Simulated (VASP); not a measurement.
# SnO2 (Fm-3m) in VASP: vibrations by perturbation theory with PBEsol

Aim: the vibrations by perturbation theory of SnO2 with PBEsol.

Program: VASP 6.6.1. These are calculated values, not measurements. Logs are shortened: lines on timing, memory, paths and dates and some standing lists are left out, and cuts for length are marked.

## (1) The cell of the first run

It takes space group Fm-3m (No. 225, cubic). Conventional cell: a = 5.084 Å, b = 5.084 Å, c = 5.084 Å, α = 90.00°, β = 90.00°, γ = 90.00°. Sn (site symmetry m-3m) has 8 O at 2.20 Å within 2.9 Å. O (site symmetry -43m) has 4 Sn at 2.20 Å and 6 O at 2.54 Å within 2.9 Å.

## (2) Vibrations by perturbation theory, PBEsol

The input, INCAR:

```
SYSTEM = SnO2
PREC = Accurate
ENCUT = 520
EDIFF = 1E-8
ISMEAR = 0
SIGMA = 0.01
LREAL = .False.
LASPH = .True.
NELM = 80
ALGO = Normal
ISIF = 2
LWAVE = .False.
LCHARG = .False.
GGA = PS
NBANDS = 20
IBRION = 8
NSW = 1
LEPSILON = .True.
```

The input, KPOINTS:

```
regular mesh
0
Gamma
  6 6 6
  0 0 0
```

The input, POSCAR:

```
SnO2
1.0
    0.0000000000      2.5421660121      2.5421660121
    2.5421660121      0.0000000000      2.5421660121
    2.5421660121      2.5421660121      0.0000000000
Sn O
1 2
Direct
    0.0000000000      0.0000000000      0.0000000000
    0.7500000000      0.7500000000      0.7500000000
    0.2500000000      0.2500000000      0.2500000000
```

Potentials or basis: VASP PAW PBE potentials, release 64 (Sn_d, O).

Command:

```bash
$ cat potpaw_PBE.64/Sn_d/POTCAR potpaw_PBE.64/O/POTCAR > POTCAR
$ mpirun -np 1 vasp_std > vasp.out
```

OUTCAR:

```text
SYSTEM = SnO2
   PREC = Accurate
   ENCUT = 520
   EDIFF = 1E-8
   ISMEAR = 0
   LREAL = .False.
   LASPH = .True.
   NELM = 80
   ISIF = 2
   GGA = PS
   IBRION = 8
   NSW = 1
   LEPSILON = .True.

 ion  position               nearest neighbor table
   1  0.000  0.000  0.000-   2 2.20   2 2.20   2 2.20   2 2.20   3 2.20   3 2.20   3 2.20   3 2.20

   2  0.750  0.750  0.750-   1 2.20   1 2.20   1 2.20   1 2.20
   3  0.250  0.250  0.250-   1 2.20   1 2.20   1 2.20   1 2.20

  LATTYP: Found a face centered cubic cell.
 ALAT       =     5.0843320242

  Lattice vectors:

 A1 = (   0.0000000000,   2.5421660121,   2.5421660121)
 A2 = (   2.5421660121,   0.0000000000,   2.5421660121)
 A3 = (   2.5421660121,   2.5421660121,   0.0000000000)

Analysis of symmetry for initial positions (statically):
=====================================================================
 Subroutine PRICEL returns:
 Original cell was already a primitive cell.

 Routine SETGRP: Setting up the symmetry group for a
 face centered cubic supercell.

 Subroutine GETGRP returns: Found 48 space group operations
 (whereof 48 operations were pure point group operations)
 out of a pool of 48 trial point group operations.

The static configuration has the point symmetry O_h .

Analysis of symmetry for dynamics (positions and initial velocities):
=====================================================================
 Subroutine PRICEL returns:
 Original cell was already a primitive cell.

 Routine SETGRP: Setting up the symmetry group for a
 face centered cubic supercell.

 Subroutine GETGRP returns: Found 48 space group operations
 (whereof 48 operations were pure point group operations)
 out of a pool of 48 trial point group operations.

The dynamic configuration has the point symmetry O_h .

 Subroutine INISYM returns: Found 48 space group operations
 (whereof 48 operations are pure point group operations),
 and found     1 'primitive' translations

----------------------------------------------------------------------------------------

                                     Primitive cell

  volume of cell :      32.8580

  direct lattice vectors                    reciprocal lattice vectors
     0.000000000  2.542166012  2.542166012    -0.196682670  0.196682670  0.196682670
     2.542166012  0.000000000  2.542166012     0.196682670 -0.196682670  0.196682670
     2.542166012  2.542166012  0.000000000     0.196682670  0.196682670 -0.196682670

  length of vectors
     3.595165652  3.595165652  3.595165652     0.340664378  0.340664378  0.340664378

  position of ions in fractional coordinates (direct lattice)
     0.000000000  0.000000000  0.000000000
     0.750000000  0.750000000  0.750000000
     0.250000000  0.250000000  0.250000000

  ion indices of the primitive-cell ions
   primitive index   ion index
                 1           1
                 2           2
                 3           3

----------------------------------------------------------------------------------------

 KPOINTS: regular mesh

Automatic generation of k-mesh.
 Grid dimensions read from file:
 generate k-points for:    6    6    6

 Generating k-lattice:

  Cartesian coordinates                     Fractional coordinates (reciprocal lattice)
    -0.032780445  0.032780445  0.032780445     0.166666667  0.000000000  0.000000000
     0.032780445 -0.032780445  0.032780445     0.000000000  0.166666667  0.000000000
     0.032780445  0.032780445 -0.032780445     0.000000000  0.000000000  0.166666667

  Length of vectors
     0.056777396  0.056777396  0.056777396

  Shift w.r.t. Gamma in fractional coordinates (k-lattice)
     0.000000000  0.000000000  0.000000000

 Subroutine IBZKPT returns following result:
[... 479 lines left out ...]
 -----------------------------------------------------------------------------------
    total drift:                               -0.000000     -0.000000      0.000000

  FREE ENERGIE OF THE ION-ELECTRON SYSTEM (eV)
  ---------------------------------------------------
  free  energy   TOTEN  =       -19.1734789324 eV

  energy  without entropy=      -19.1734789324  energy(sigma->0) =      -19.17347893

 HEAD OF MICROSCOPIC STATIC DIELECTRIC TENSOR (INDEPENDENT PARTICLE, excluding Hartree and local field effects)
 ------------------------------------------------------
           6.988442     0.000000    -0.000000
          -0.000000     6.988442    -0.000000
           0.000000     0.000000     6.988442
 ------------------------------------------------------

 Free energy of the ion-electron system (eV)
  ---------------------------------------------------
  ---------------------------------------------------
  free energy    TOTEN  =        -0.55309376 eV

  energy without entropy =       -0.55309376

------------------------ aborting loop because EDIFF is reached ----------------------------------------

--------------------------------------- Ionic step        2  -------------------------------------------

------------------------ aborting loop because EDIFF is reached ----------------------------------------

--------------------------------------- Ionic step        3  -------------------------------------------

------------------------ aborting loop because EDIFF is reached ----------------------------------------

 PIEZOELECTRIC TENSOR FIELD DIRECTION 3  (e Angst)
 -----------------------------------------------------------------------------
     0.00060  0.00000 -0.00000           ( -0.00001  0.00000  0.00000)
     0.00000  0.00060  0.00000           (  0.00000 -0.00001  0.00000)
     0.00000  0.00000 -0.00132           (  0.00000  0.00000 -0.00003)

 PIEZOELECTRIC TENSOR FIELD DIRECTION 3  (C/m^2)
 -----------------------------------------------------------------------------
     0.00029  0.00000 -0.00000
     0.00000  0.00029  0.00000
     0.00000  0.00000 -0.00064

--------------------------------------- Ionic step        4  -------------------------------------------

------------------------ aborting loop because EDIFF is reached ----------------------------------------

[... ionic steps 5 to 6 ...]

--------------------------------------- Ionic step        7  -------------------------------------------

 Free energy of the ion-electron system (eV)
  ---------------------------------------------------
  ---------------------------------------------------
  free energy    TOTEN  =        -0.36406768 eV

  energy without entropy =       -0.36406768

------------------------ aborting loop because EDIFF is reached ----------------------------------------

 INTERNAL STRAIN TENSOR  FOR ION    2  DIRECTION 1   (eV/Angst):
 -----------------------------------------------------------------------------
     0.01038  0.00000  0.00000
     0.00000 -0.00786  2.92324
     0.00000  2.92324 -0.00786

 MACROSCOPIC STATIC DIELECTRIC TENSOR (including local field effects in DFT)
 ------------------------------------------------------
           6.826778     0.000000    -0.000000
           0.000000     6.826778    -0.000000
           0.000000    -0.000000     6.826778
 ------------------------------------------------------

 PIEZOELECTRIC TENSOR (including local field effects)  for field in x, y, z        (e  Angst)
          XX          YY          ZZ          XY          YZ          ZX
  --------------------------------------------------------------------------------
  x     0.00000     0.00000     0.00000     0.00000     0.00000     0.00000
  y     0.00000     0.00000     0.00000     0.00000     0.00000     0.00000
  z     0.00000     0.00000     0.00000     0.00000     0.00000     0.00000

 PIEZOELECTRIC TENSOR (including local field effects)  for field in x, y, z        (C/m^2)
          XX          YY          ZZ          XY          YZ          ZX
  --------------------------------------------------------------------------------
  x     0.00000     0.00000     0.00000     0.00000     0.00000     0.00000
  y     0.00000     0.00000     0.00000     0.00000     0.00000     0.00000
  z     0.00000     0.00000     0.00000     0.00000     0.00000     0.00000

 BORN EFFECTIVE CHARGES (including local field effects) (in |e|, cummulative output)
 ---------------------------------------------------------------------------------
 ion    1
    1     4.51243    -0.00000     0.00000
    2     0.00000     4.51243     0.00000
    3     0.00000     0.00000     4.51243
 ion    2
    1    -2.25621     0.00000     0.00000
    2     0.00000    -2.25621     0.00000
    3     0.00000    -0.00000    -2.25621
 ion    3
    1    -2.25621    -0.00000     0.00000
    2    -0.00000    -2.25621     0.00000
    3     0.00000     0.00000    -2.25621

 INTERNAL STRAIN TENSOR FOR ION    3 for displacements in x,y,z  (eV/Angst):
          X           Y           Z          XY          YZ          ZX
  --------------------------------------------------------------------------------
  x    -0.00000     0.00000     0.00000     0.00000    -2.92324     0.00000
  y    -0.00000     0.00000    -0.00000     0.00000     0.00000    -2.92324
  z    -0.00000    -0.00000     0.00000    -2.92324     0.00000     0.00000

 SECOND DERIVATIVES (NOT SYMMETRIZED)
 ------------------------------------
               1X          1Y          1Z          2X          2Y          2Z          3X          3Y          3Z
  1X    -9.144732    0.000000    0.000000    4.572366    0.000000    0.000000    4.572366    0.000000    0.000000
  1Y     0.000000   -9.144732    0.000000    0.000000    4.572366    0.000000    0.000000    4.572366    0.000000
  1Z     0.000000    0.000000   -9.144732    0.000000    0.000000    4.572366    0.000000    0.000000    4.572366
  2X     4.585590    0.000000    0.000000  -10.219106    0.000000    0.000000    5.633515    0.000000    0.000000
  2Y     0.000000    4.585590   -0.000000    0.000000  -10.219106    0.000000    0.000000    5.633515    0.000000
  2Z     0.000000   -0.000000    4.585590    0.000000    0.000000  -10.219106    0.000000    0.000000    5.633515
  3X     4.585590    0.000000    0.000000    5.633515    0.000000    0.000000  -10.219106    0.000000    0.000000
  3Y     0.000000    4.585590   -0.000000    0.000000    5.633515    0.000000    0.000000  -10.219106    0.000000
  3Z     0.000000   -0.000000    4.585590    0.000000    0.000000    5.633515    0.000000    0.000000  -10.219106

 Eigenvectors and eigenvalues of the dynamical matrix
 ----------------------------------------------------

   1 f  =   15.561135 THz    97.773495 2PiTHz  519.063592 cm-1    64.355654 meV
             X         Y         Z           dx          dy          dz
      0.000000  0.000000  0.000000     0.000000   -0.000000    0.000000
      3.813249  3.813249  3.813249    -0.667027    0.234681   -0.000000
      1.271083  1.271083  1.271083     0.667027   -0.234681    0.000000
[... 43 lines left out ...]
   9 f/i=    0.005562 THz     0.034950 2PiTHz    0.185543 cm-1     0.023004 meV
             X         Y         Z           dx          dy          dz
      0.000000  0.000000  0.000000    -0.764591   -0.396125    0.215962
      3.813249  3.813249  3.813249    -0.280297   -0.145218    0.079171
      1.271083  1.271083  1.271083    -0.280297   -0.145218    0.079171

--------------------------------------------------------------------------------------------------------

 MACROSCOPIC STATIC DIELECTRIC TENSOR IONIC CONTRIBUTION
 ------------------------------------------------------
          12.250527    -0.000000     0.000000
          -0.000000    12.250527    -0.000000
           0.000000    -0.000000    12.250527
 ------------------------------------------------------

 ELASTIC MODULI CONTR FROM IONIC RELAXATION (kBar)
 Direction    XX          YY          ZZ          XY          YZ          ZX
 --------------------------------------------------------------------------------
 XX          -0.0000      0.0000     -0.0000     -0.0000     -0.0000     -0.0000
 YY           0.0000     -0.0000      0.0000     -0.0000      0.0000      0.0000
 ZZ          -0.0000      0.0000     -0.0000      0.0000      0.0000     -0.0000
 XY          -0.0000     -0.0000      0.0000    -52.5686     -0.0000     -0.0000
 YZ          -0.0000      0.0000      0.0000     -0.0000    -52.5686      0.0000
 ZX          -0.0000      0.0000     -0.0000     -0.0000      0.0000    -52.5686
 --------------------------------------------------------------------------------

 PIEZOELECTRIC TENSOR IONIC CONTR  for field in x, y, z        (C/m^2)
          XX          YY          ZZ          XY          YZ          ZX
  --------------------------------------------------------------------------------
  x     0.00000    -0.00000    -0.00000     0.00000     0.00000     0.00000
  y     0.00000    -0.00000    -0.00000     0.00000     0.00000     0.00000
  z    -0.00000     0.00000    -0.00000     0.00000    -0.00000    -0.00000
```

It took 2.6 min on 1 thread of Intel Xeon Platinum 8488C (Sapphire Rapids), shared host; peak memory 0.24 GiB.

What came out:

```yaml
Electronic_dielectric_tensor_diagonal: 6.83
Born_charges_mean_of_the_diagonal: Sn +4.51; O -2.26 e
Highest_phonon_frequency_at_Γ_LO-TO_splitting_left_out: 519 cm⁻¹
```

Phonon frequencies in cm⁻¹ (negative: imaginary):
```csv
q point,frequencies
"(0.000, 0.000, 0.000)",0 0 0 314 314 314 519 519 519
```

Electronic dielectric tensor:
```
6.83 0.00 0.00
0.00 6.83 0.00
0.00 0.00 6.83
```

Born effective charge tensors (e):
atom 1, Sn
```
4.51 0.00 0.00
0.00 4.51 0.00
0.00 0.00 4.51
```
atom 2, O
```
-2.26  0.00  0.00
 0.00 -2.26  0.00
 0.00  0.00 -2.26
```
atom 3, O
```
-2.26  0.00  0.00
 0.00 -2.26  0.00
 0.00  0.00 -2.26
```

Caveat: spin-orbit coupling is left out, which moves the levels of the heavy elements.
